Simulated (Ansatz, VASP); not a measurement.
Fe in VASP and in Ansatz

```
CELL_PARAMETERS angstrom
2.27242 0.00000 0.00000
0.00000 2.27242 0.00000
0.00000 0.00000 2.27242
ATOMIC_POSITIONS crystal
Fe 0.00000 0.00000 0.00000
```

Alike in both runs: task single point; functional PBE; k mesh 15 × 15 × 15; occupations fermi-dirac, width 0.05 eV; collinear spin.

|  | VASP | Ansatz |
| --- | --- | --- |
| version | VASP 6.6.1 | Ansatz 0.2.0 |
| potentials or method | VASP PAW PBE potentials, release 64 (Fe), cutoff 520 eV | plane waves (420 eV) with PAW, scalar-relativistic |
| valence electrons in the cell | 8 | 16 |

|  | VASP | Ansatz | Ansatz less VASP |
| --- | --- | --- | --- |
| pressure (GPa) | 20.9 | 21.8 | +0.88 |
| net moment per atom (μB) | 2.18 | 2.18 | -0.001 |
| size of the moment on the site where the two differ most (μB) | 2.16 | 2.14 | -0.023 |

Site moments also hang on the region over which each program counts them. The functional is the same, so the differences come from potentials, cutoffs and numerics. VASP's potentials hold 8 valence electrons a cell and Ansatz's 16, so a difference there can come from the potentials and not from the codes.
